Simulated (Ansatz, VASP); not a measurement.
## One calculation of BiPd, two programs

```
Bi Pd
1.0
     4.31460    0.00000    0.00000
    -2.15730    3.73655    0.00000
     0.00000    0.00000    5.69000
Bi Pd
2 2
Direct
  0.33333 0.66667 0.25000
  0.66667 0.33333 0.75000
  0.00000 0.00000 0.00000
  0.00000 0.00000 0.50000
```

Change from the starting cell: equal xx and yy strain of +2 %, crystal datasets.

Alike in both runs: task electric field gradients; functional PBEsol; k mesh 9 × 9 × 6; occupations fermi-dirac, width 0.03 eV; no spin polarisation.

```csv
,VASP,Ansatz
version,VASP 6.6.1,Ansatz 0.2.0
potentials or method,"VASP PAW PBE potentials, release 64 (Bi_d, Pd), cutoff 520 eV","all-electron PAW with datasets made for the crystal, scalar-relativistic"
```

```tsv
	VASP	Ansatz	Ansatz less VASP
pressure (GPa)	-3.6	-3.6	+0.01
traceless stress, the component that is largest in VASP (GPa)	0.04	0.06	+0.022
size of Vzz on the site where it differs most (V/Å²)	68.9	76.5	+7.68
```

VASP's potentials were made for PBE, not for PBEsol. Ansatz ran all-electron here, and VASP with PAW potentials.

Spin-orbit coupling is off throughout.
